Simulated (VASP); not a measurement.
# Cu (I4/mmm) in VASP: relaxation of cell and atoms with PBE

Aim: the relaxation of cell and atoms of Cu with PBE.

Everything below comes from runs of VASP 6.6.1. Logs are shortened: lines on timing, memory, paths and dates and some standing lists are left out, and cuts for length are marked.

**1. The cell of the first run**

The structure is tetragonal, space group I4/mmm (No. 139). The conventional cell has a = 2.597 Å, b = 2.597 Å, c = 3.555 Å, α = 90.00°, β = 90.00°, γ = 90.00°. Cu (site symmetry 4/mmm) has 12 Cu at 2.56 to 2.60 Å within 3.4 Å.

**2. Relaxation of cell and atoms, PBE**

Contents of INCAR:

```
PREC = Accurate
ENCUT = 600
EDIFF = 1E-7
ISMEAR = 0
SIGMA = 0.1
LREAL = False
LASPH = True
NELM = 60
ALGO = Fast
ISIF = 3
LWAVE = False
LCHARG = False
GGA = PE
IBRION = 2
NSW = 100
EDIFFG = -0.01
```

Contents of KPOINTS:

```
Automatic mesh
0
Gamma
  30 30 30
```

Contents of POSCAR:

```
Cu
1.0
   -1.2987462579      1.2987462579      1.7774679796
    1.2987462579     -1.2987462579      1.7774679796
    1.2987462579      1.2987462579     -1.7774679796
Cu
1
Direct
    0.0000000000      0.0000000000      0.0000000000
```

Potentials or basis: VASP PAW PBE potentials, release 64 (Cu).

Launch:

```console
$ cat potpaw_PBE.64/Cu/POTCAR > POTCAR
$ mpirun -np 1 vasp_std > vasp.out
```

OUTCAR:

```text
PREC = Accurate
   ENCUT = 600
   EDIFF = 1E-7
   ISMEAR = 0
   LREAL = False
   LASPH = True
   NELM = 60
   ISIF = 3
   GGA = PE
   IBRION = 2
   NSW = 100
   EDIFFG = -0.01

 ion  position               nearest neighbor table
   1  0.000  0.000  0.000-

  LATTYP: Found a body centered tetragonal cell.
 ALAT       =     2.5974925158
 C/A-ratio  =     1.3686029652

  Lattice vectors:

 A1 = (  -1.2987462579,   1.2987462579,   1.7774679796)
 A2 = (   1.2987462579,  -1.2987462579,   1.7774679796)
 A3 = (   1.2987462579,   1.2987462579,  -1.7774679796)

Analysis of symmetry for initial positions (statically):
=====================================================================
 Subroutine PRICEL returns:
 Original cell was already a primitive cell.

 Routine SETGRP: Setting up the symmetry group for a
 body centered tetragonal supercell.

 Subroutine GETGRP returns: Found 16 space group operations
 (whereof 16 operations were pure point group operations)
 out of a pool of 16 trial point group operations.

The static configuration has the point symmetry D_4h.

Analysis of symmetry for dynamics (positions and initial velocities):
=====================================================================
 Subroutine PRICEL returns:
 Original cell was already a primitive cell.

 Routine SETGRP: Setting up the symmetry group for a
 body centered tetragonal supercell.

 Subroutine GETGRP returns: Found 16 space group operations
 (whereof 16 operations were pure point group operations)
 out of a pool of 16 trial point group operations.

The dynamic configuration has the point symmetry D_4h.

 Subroutine INISYM returns: Found 16 space group operations
 (whereof 16 operations are pure point group operations),
 and found     1 'primitive' translations

----------------------------------------------------------------------------------------

                                     Primitive cell

  volume of cell :      11.9925

  direct lattice vectors                    reciprocal lattice vectors
    -1.298746258  1.298746258  1.777467980     0.000000000  0.384986672  0.281299020
     1.298746258 -1.298746258  1.777467980     0.384986672  0.000000000  0.281299020
     1.298746258  1.298746258 -1.777467980     0.384986672  0.384986672  0.000000000

  length of vectors
     2.555949159  2.555949159  2.555949159     0.476805910  0.476805910  0.544453373

  position of ions in fractional coordinates (direct lattice)
     0.000000000  0.000000000  0.000000000

  ion indices of the primitive-cell ions
   primitive index   ion index
                 1           1

----------------------------------------------------------------------------------------

 KPOINTS: Automatic mesh

Automatic generation of k-mesh.
 Grid dimensions read from file:
 generate k-points for:   30   30   30

 Generating k-lattice:

  Cartesian coordinates                     Fractional coordinates (reciprocal lattice)
     0.000000000  0.012832889  0.009376634     0.033333333  0.000000000  0.000000000
     0.012832889  0.000000000  0.009376634     0.000000000  0.033333333  0.000000000
     0.012832889  0.012832889  0.000000000     0.000000000  0.000000000  0.033333333

  Length of vectors
     0.015893530  0.015893530  0.018148446

  Shift w.r.t. Gamma in fractional coordinates (k-lattice)
     0.000000000  0.000000000  0.000000000

 Subroutine IBZKPT returns following result:
 ===========================================

 Found   1992 irreducible k-points:

 Following reciprocal coordinates:
            Coordinates               Weight
  0.000000  0.000000  0.000000      1.000000
  0.033333  0.000000 -0.000000      8.000000
  0.066667  0.000000  0.000000      8.000000
  0.100000  0.000000  0.000000      8.000000
  0.133333  0.000000  0.000000      8.000000
  0.166667  0.000000 -0.000000      8.000000
[... 16 lines left out ...]
  0.233333  0.033333  0.000000     16.000000
  0.266667  0.033333  0.000000     16.000000
 [... further k-points ...]
   k-points           NKPTS =   1992   k-points in BZ     NKDIM =   1992   number of bands    NBANDS=      9
   number of dos      NEDOS =    301   number of ions     NIONS =      1
   total plane-waves  NPLWV =   8000
   dimension x,y,z NGX =    20 NGY =   20 NGZ =   20
   dimension x,y,z NGXF=    40 NGYF=   40 NGZF=   40
   ions per type =               1
   NGX,Y,Z   is equivalent  to a cutoff of  13.01, 13.01, 13.01 a.u.
   NGXF,Y,Z  is equivalent  to a cutoff of  26.02, 26.02, 26.02 a.u.
 SYSTEM =  unknown system
   PREC   = accura    normal or accurate (medium, high low for compatibility)
   ISTART =      0    job   : 0-new  1-cont  2-samecut
   ICHARG =      2    charge: 1-file 2-atom 10-const
   ISPIN  =      1    spin polarized calculation?
   LNONCOLLINEAR =      F non collinear calculations
   LSORBIT =      F    spin-orbit coupling
   LASPH  =      T    aspherical Exc in radial PAW
   ENCUT  =  600.0 eV  44.10 Ry    6.64 a.u.   5.10  5.10  5.10*2*pi/ulx,y,z
   NELM   =     60;   NELMIN=  2; NELMDL= -5     # of ELM steps
   EDIFF  = 0.1E-06   stopping-criterion for ELM
   LREAL  =      F    real-space projection
   EDIFFG = -.1E-01   stopping-criterion for IOM
   NSW    =    100    number of steps for IOM
   IBRION =      2    ionic relax: 0-MD 1-quasi-New 2-CG
   NFREE  =      1    steps in history (QN), initial steepest desc. (CG)
   ISIF   =      3    stress and relaxation
   ISYM   =      2    0-nonsym 1-usesym 2-fastsym
   POTIM  = 0.5000    time-step for ionic-motion
   TEBEG  =    0.0;   TEEND  =   0.0 temperature during run
   PSTRESS=    0.0 pullay stress
   NELECT =      11.0000    total number of electrons
   NUPDOWN=      -1.0000    fix difference up-down
   EMIN   =  10.00;   EMAX   =-10.00  energy-range for DOS
   EFERMI =   0.00;   METHOD = LEGACY
   ISMEAR =     0;   SIGMA  =   0.10  broadening in eV -4-tet -1-fermi 0-gaus
   EFERMI_NEDOS =   21; number of points for ismear=-14 and -15
   IALGO  =     68    algorithm
   IMIX   =      4    mixing-type and parameters
     AMIX     =   0.40;   BMIX     =  1.00
     AMIX_MAG =   1.60;   BMIX_MAG =  1.00
  volume/ion in A,a.u.               =      11.99        80.93
  Fermi-wavevector in a.u.,A,eV,Ry     =   1.590629  3.005853 34.424114  2.530101
  Thomas-Fermi vector in A             =   2.689294
   LORBIT       =      0    0 simple, 1 ext, 2 COOP (PROOUT), +10 PAW based schemes
   GGA     = PE    functional components
   LHFCALC =     F    Hartree Fock is set to
   AEXX    =    0.0000 exact exchange contribution
   IVDW    =     0    specifies the selected vdW correction
   LEPSILON=     F    determine dielectric tensor
   LRPA    =     F    only Hartree local field effects (RPA)
 conjugate gradient relaxation of ions
 non-spin polarized calculation
 RMM-DIIS sequential band-by-band and
 Gauss-broadening in eV      SIGMA  =   0.10
  energy-cutoff  :      600.00
  volume of cell :       11.99
 maximum number of plane-waves:       423
   NGX = 11   NGY = 11   NGZ = 11

--------------------------------------- Ionic step        1  -------------------------------------------

 number of electron      11.0000001 magnetization

 Free energy of the ion-electron system (eV)
  ---------------------------------------------------
  ext. energy  EPLUGINS =         0.00000000
  ---------------------------------------------------
  free energy    TOTEN  =        -3.72759129 eV

  energy without entropy =       -3.72628087  energy(sigma->0) =       -3.72693608

------------------------ aborting loop because EDIFF is reached ----------------------------------------

  FORCE on cell =-STRESS in cart. coord.  units (eV):
  Direction    XX          YY          ZZ          XY          YZ          ZX
  --------------------------------------------------------------------------------------
  -------------------------------------------------------------------------------------
  Total       -0.0119044     -0.0119044      0.1112739      0.0000000     -0.0000000      0.0000000
  in kB       -1.5904067     -1.5904067     14.8659834      0.0000000     -0.0000000      0.0000000
  external PRESSURE =       3.8950567 kB  Pullay stress =       0.0000000 kB
[... 86 lines left out ...]
  FREE ENERGIE OF THE ION-ELECTRON SYSTEM (eV)
  ---------------------------------------------------
  free  energy   TOTEN  =        -3.7281173946 eV

  energy  without entropy=       -3.7268827813  energy(sigma->0) =       -3.72750009

[... ionic steps 4 to 15 ...]

--------------------------------------- Ionic step       16  -------------------------------------------

 number of electron      10.9999996 magnetization

------------------------ aborting loop because EDIFF is reached ----------------------------------------

  FORCE on cell =-STRESS in cart. coord.  units (eV):
  Direction    XX          YY          ZZ          XY          YZ          ZX
  --------------------------------------------------------------------------------------
  -------------------------------------------------------------------------------------
  Total       -0.0101652     -0.0101652     -0.0039784      0.0000000      0.0000000      0.0000000
  in kB       -1.3559756     -1.3559756     -0.5306893      0.0000000      0.0000000      0.0000000
  external PRESSURE =      -1.0808802 kB  Pullay stress =       0.0000000 kB
[... 55 lines left out ...]
  energy  without entropy=       -3.7277721004  energy(sigma->0) =       -3.72838298

--------------------------------------- Ionic step       18  -------------------------------------------

 number of electron      10.9999996 magnetization

 Free energy of the ion-electron system (eV)
  ---------------------------------------------------
  ext. energy  EPLUGINS =         0.00000000
  ---------------------------------------------------
  free energy    TOTEN  =        -3.72899520 eV

  energy without entropy =       -3.72777523  energy(sigma->0) =       -3.72838522

 E-fermi :   7.4206     XC(G=0): -12.6366

 val. band max:        7.4153817292   @ k =  -0.3333  -0.3667   0.2000
 cond. band min:       7.4207814585   @ k =   0.5000   0.2000   0.1333
 fundamental gap:      0.0053997292
 Fermi energy:         7.4206331980

 k-point     1 :       0.0000    0.0000    0.0000
  band No.  band energies     occupation
      1      -1.8388      2.00000
      2       4.4096      2.00000
      3       4.4155      2.00000
      4       4.4155      2.00000
      5       5.2129      2.00000
      6       5.2187      2.00000
      7      29.8654      0.00000
      8      32.3916      0.00000
      9      32.3916      0.00000
[... 265 lines left out ...]
 k-point    24 :       0.2667    0.0333    0.0000
  band No.  band energies     occupation
      1       0.7174      2.00000
      2       4.1746      2.00000
      3       4.5451      2.00000
      4       4.5574      2.00000
      5       5.2998      2.00000
      6       5.4404      2.00000
      7      18.4235      0.00000
      8      28.0771      0.00000
      9      30.1172      0.00000

 [... further k-points ...]

------------------------ aborting loop because EDIFF is reached ----------------------------------------

  FORCE on cell =-STRESS in cart. coord.  units (eV):
  Direction    XX          YY          ZZ          XY          YZ          ZX
  --------------------------------------------------------------------------------------
  -------------------------------------------------------------------------------------
  Total        0.0089625      0.0089625      0.0053588      0.0000000     -0.0000000      0.0000000
  in kB        1.1971956      1.1971956      0.7158207      0.0000000     -0.0000000      0.0000000
  external PRESSURE =       1.0367373 kB  Pullay stress =       0.0000000 kB
[... 16 lines left out ...]
  FREE ENERGIE OF THE ION-ELECTRON SYSTEM (eV)
  ---------------------------------------------------
  free  energy   TOTEN  =        -3.7289951994 eV

  energy  without entropy=       -3.7277752337  energy(sigma->0) =       -3.72838522

 reached required accuracy - stopping structural energy minimisation
```

Wall time 51 min (1 thread of Oxide Virtual Turin-like, shared host); peak memory 0.43 GiB.

What came out:

```yaml
Free_energy: -3.7290 eV
Relaxed_volume: 11.99 Å³/atom
Relaxed_cell: a = 2.570 Å, b = 2.570 Å, c = 2.570 Å, α = 120.04°, β = 120.04°, γ = 89.93°
Space_group_after_relaxing_to_0.1_Å: Fm-3m (No. 225)
Energy_gained_by_relaxing: 1.4 meV/atom
Ionic_steps: 18
Pressure_after_relaxing: 0.1 GPa
Band_gap_on_the_k_mesh: zero (an odd number of electrons rules out a gap without spin polarisation)
```

The path:
```
step  energy change (eV)  largest force (eV/Å)  pressure (GPa)  volume (Å³)
   1              0.0000                0.0000            0.39        11.99
   2             -0.0004                0.0000           -0.59        12.04
   3             -0.0005                0.0000           -0.98        12.10
   4             -0.0008                0.0000           -0.67        12.09
   5             -0.0013                0.0000            0.35        12.05
   6             -0.0013                0.0000           -0.40        12.05
   7             -0.0013                0.0000           -0.62        12.05
   8             -0.0013                0.0000           -0.12        12.02
   9             -0.0013                0.0000           -0.15        12.02
  10             -0.0013                0.0000            0.14        12.01
  11             -0.0013                0.0000           -0.15        12.01
  12             -0.0013                0.0000           -0.12        12.01
  13             -0.0013                0.0000            0.04        12.01
  14             -0.0014                0.0000           -0.15        12.01
  15             -0.0014                0.0000           -0.03        12.01
  16             -0.0014                0.0000           -0.11        12.01
  17             -0.0014                0.0000           -0.13        12.01
  18             -0.0014                0.0000            0.10        11.99
```

Final structure:
```
CELL_PARAMETERS angstrom
-1.28416 1.28416 1.81834
1.28416 -1.28416 1.81834
1.28416 1.28416 -1.81834
ATOMIC_POSITIONS crystal
Cu 0.00000 0.00000 0.00000
```

Levels at points of the mesh, in eV from the Fermi level:
```csv
k point,band 4,band 5,band 6,band 7,band 8,band 9
"(0.00, 0.00, 0.00)",-3.01,-2.21,-2.20,22.44,24.97,24.97
"(0.50, 0.00, 0.00)",-1.65,-1.65,-0.98,3.65,20.94,21.83
"(0.50, 0.50, 0.00)",-1.51,-1.51,1.49,6.99,12.93,12.93
"(0.50, 0.50, 0.50)",-1.51,-1.51,1.47,6.96,12.96,12.96
```
